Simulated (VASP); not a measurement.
A run of VASP 6.6.1:

The input INCAR:

```
  PREC = Accurate
  ENCUT = 520
  EDIFF = 1E-7
  ISMEAR = -1
  SIGMA = 0.05
  LREAL = False
  LASPH = True
  NELM = 60
  ALGO = Normal
  ISIF = 2
  LWAVE = False
  LCHARG = False
  GGA = PS
  NBANDS = 14
```

Contents of KPOINTS:

```
Automatic mesh
0
Gamma
  18 18 10
```

File POSCAR:

```
Re
1.0
    2.5941956526      0.0000000000      0.0000000000
   -1.2970978263      2.2466393375      0.0000000000
    0.0000000000      0.0000000000      4.1480801636
Re
2
Direct
    0.3333333333      0.6666666667      0.2500000000
    0.6666666667      0.3333333333      0.7500000000
```

Potentials or basis: VASP PAW PBE potentials, release 64 (Re).

Command:

```bash
$ cat potpaw_PBE.64/Re/POTCAR > POTCAR
$ mpirun -np 1 vasp_std > vasp.out
```

Hardware: 1 thread of Intel Xeon 8259CL (shared host).

Q: How long does it take, and how much memory?

A: It took 120 s on 1 thread of Intel Xeon 8259CL, on a shared host, peak memory 0.19 GiB. Counts: scf iterations 13, k points 222.
